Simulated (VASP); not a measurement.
Input of a VASP 6.6.1 run:

The input POSCAR:

```
MgS
1.0
    0.0000000000      2.6016500000      2.6016500000
    2.6016500000      0.0000000000      2.6016500000
    2.6016500000      2.6016500000      0.0000000000
S Mg
1 1
Direct
    0.5000000000      0.5000000000      0.5000000000
    0.0000000000      0.0000000000      0.0000000000
```

The input INCAR.step1:

```
SYSTEM = MgS
ALGO = Normal
EDIFF = 1E-5
ENCUT = 520
GGA = PE
ISIF = 2
ISMEAR = -1
LASPH = .TRUE.
LCHARG = .FALSE.
LREAL = .FALSE.
LWAVE = .TRUE.
NBANDS = 11
NELM = 60
PREC = Accurate
SIGMA = 0.05
```

The input INCAR.step2:

```
SYSTEM = MgS
ALGO = Normal
EDIFF = 1E-6
ENCUT = 520
GGA = PE
HFSCREEN = 0.2079
ISIF = 2
ISMEAR = -1
ISTART = 1
LASPH = .TRUE.
LCHARG = .FALSE.
LHFCALC = .TRUE.
LREAL = .FALSE.
LWAVE = .FALSE.
NBANDS = 11
NELM = 60
PREC = Accurate
PRECFOCK = Normal
SIGMA = 0.05
```

KPOINTS

```
k-points
0
G
  6 6 6
  0 0 0
```

Potentials or basis: VASP PAW PBE potentials, release 64 (S, Mg).

Launch:

```bash
$ cat potpaw_PBE.64/S/POTCAR potpaw_PBE.64/Mg/POTCAR > POTCAR
$ cp INCAR.step1 INCAR
$ mpirun -np 1 vasp_std > vasp.out
$ cp INCAR.step2 INCAR
$ mpirun -np 1 vasp_std > vasp.out
```

(1) What does it give for the band gap on the k mesh?

(2) What does it give for the pressure?

Answers

(1) 3.75 eV, indirect (least direct gap 4.79 eV).

(2) -0.7 GPa.

Caveat: the PAW data sets were made with another functional, which shifts forces and pressure a little.
